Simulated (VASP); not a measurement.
WC:

```
CELL_PARAMETERS angstrom
2.90600 0.00000 0.00000
-1.45300 2.51667 0.00000
0.00000 0.00000 2.83700
ATOMIC_POSITIONS crystal
W 0.00000 0.00000 0.00000
C 0.33333 0.66667 0.50000
```

```yaml
Program: VASP 6.6.1
Task: relaxation of cell and atoms
Functional: PBE
Potentials_or_basis: VASP PAW PBE potentials, release 64 (W_sv, C)
Cutoff: 600 eV
k_mesh: 18 × 18 × 18
Occupations: gaussian, width 0.1 eV
Spin: no spin polarisation
```

At the start: pressure 6.7 GPa; volume 10.37 Å³/atom.

How do energy, volume and symmetry change on relaxing?

Over 7 steps the energy falls by 3.7 meV/atom and the volume is 10.55 Å³/atom (+1.7 %); space group P-6m2 (No. 187, to 0.1 Å) before and after.

Step by step:
```tsv
step	energy change (eV)	largest force (eV/Å)	pressure (GPa)	volume (Å³)
1	0.0000	0.0000	6.71	20.75
2	0.0433	0.0000	-15.87	22.08
3	-0.0073	0.0000	-0.12	21.11
4	-0.0073	0.0000	0.00	21.10
5	-0.0073	0.0000	0.06	21.10
6	-0.0073	0.0000	0.05	21.10
7	-0.0073	0.0000	0.04	21.10
```

Final structure:
```yaml
crystal:
  lattice:
    - [2.92423, 0.00000, 0.00000]
    - [-1.46211, 2.53245, 0.00000]
    - [0.00000, 0.00000, 2.84946]
  atoms:
    - { symbol: W, position: [0.00000, 0.00000, 0.00000] }
    - { symbol: C, position: [0.33333, 0.66667, 0.50000] }
```
